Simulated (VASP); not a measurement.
BaRhO3: single point with LDA

The system is BaRhO3.

```
CELL_PARAMETERS angstrom
4.09445 0.00000 0.00000
0.00000 4.09445 0.00000
0.00000 0.00000 4.09445
ATOMIC_POSITIONS crystal
Ba 0.00000 0.00000 0.00000
Rh 0.50000 0.50000 0.50000
O 0.50000 0.00000 0.50000
O 0.00000 0.50000 0.50000
O 0.50000 0.50000 0.00000
```

| Quantity | Value |
| --- | --- |
| Program | VASP 6.6.1 |
| Task | single point |
| Functional | LDA |
| Potentials or basis | VASP PAW LDA potentials, release 64 (Ba_sv, Rh_pv, O) |
| Cutoff | 520 eV |
| k mesh | 9 × 9 × 9 |
| Occupations | fermi-dirac, width 0.1 eV |
| Spin | no spin polarisation |
| Dipole correction | no |
| Further INCAR settings | ALGO = Normal; EDIFF = 1e-06; NBANDS = 30 |

* Pressure: -14.0 GPa

Levels at points of the mesh, in eV from the Fermi level:
```
           k point  band 18  band 19  band 20  band 21  band 22  band 23  band 24  band 25  band 26  band 27
(0.00, 0.00, 0.00)    -2.05    -2.05    -1.42    -1.42    -1.42    -0.88    -0.88     4.02     4.02     5.28
```

Wall time 43 s on 1 thread of Intel(R) Xeon(R) Platinum 8488C (Sapphire Rapids), on a shared host, peak memory 0.2 GiB.

Caveat: spin-orbit coupling is left out, which moves the levels of the heavy elements; an odd number of electrons without spin polarisation forces a metal; a magnetic or distorted state may lie lower.
